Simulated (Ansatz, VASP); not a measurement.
## One calculation of MgO, two programs

The input INCAR:

```
SYSTEM = MgO
PREC     = Accurate       ! precision mode
ENCUT    = 600            ! plane-wave cutoff, eV
EDIFF    = 1E-6           ! SCF threshold, eV
ISMEAR   = 0              ! smearing method
SIGMA    = 0.01           ! smearing width, eV
LREAL    = .FALSE.        ! projectors in reciprocal space
LASPH    = .TRUE.         ! aspherical terms in the spheres
NELM     = 120            ! most SCF steps
ALGO     = Normal         ! electronic algorithm
ISIF     = 2              ! what is computed and relaxed
LWAVE    = .FALSE.        ! write WAVECAR
LCHARG   = .TRUE.         ! write CHGCAR
GGA      = PE             ! functional
LELF     = .TRUE.         ! ELF
LVHAR    = .TRUE.       
NBANDS   = 11             ! bands
GGA_COMPAT= .FALSE.
```

The input KPOINTS:

```
regular mesh
0
G
  8 8 8
  0 0 0
```

POSCAR

```
MgO
1.0
    0.0000000000      2.0727558066      2.0727558066
    2.0727558066      0.0000000000      2.0727558066
    2.0727558066      2.0727558066      0.0000000000
Mg O
1 1
Direct
    0.0000000000      0.0000000000      0.0000000000
    0.5000000000      0.5000000000      0.5000000000
```

Input for Ansatz:

```yaml
crystal:
  lattice:
    - [0.0, 2.072755806598451, 2.072755806598451]
    - [2.072755806598451, 0.0, 2.072755806598451]
    - [2.072755806598451, 2.072755806598451, 0.0]
  atoms:
    - { symbol: Mg, position: [0.0, 0.0, 0.0] }
    - { symbol: O, position: [0.5, 0.5, 0.5] }
basis:
  ecutwfc: 500.0
kpoints:
  mp_grid:
    grid: [8, 8, 8]
hamiltonian:
  xc: pbe
  pseudopotentials:
    kind: paw
scf:
  occupations:
    method: fixed
output:
  stress: true
```

Alike in both runs: task single point; functional PBE; k mesh 8 × 8 × 8; no spin polarisation.

|  | VASP | Ansatz |
| --- | --- | --- |
| version | VASP 6.6.1 | Ansatz 0.2.0 |
| potentials or method | VASP PAW PBE potentials, release 64 (Mg, O), cutoff 600 eV | plane waves, PAW |
| occupations | gaussian, width 0.01 eV | fixed |
| valence electrons in the cell | 8 | 16 |

|  | VASP | Ansatz | Ansatz less VASP |
| --- | --- | --- | --- |
| pressure (GPa) | 12.5 | 13.6 | +1.01 |

VASP's potentials hold 8 valence electrons a cell and Ansatz's 16, so a difference there can come from the potentials and not from the codes.
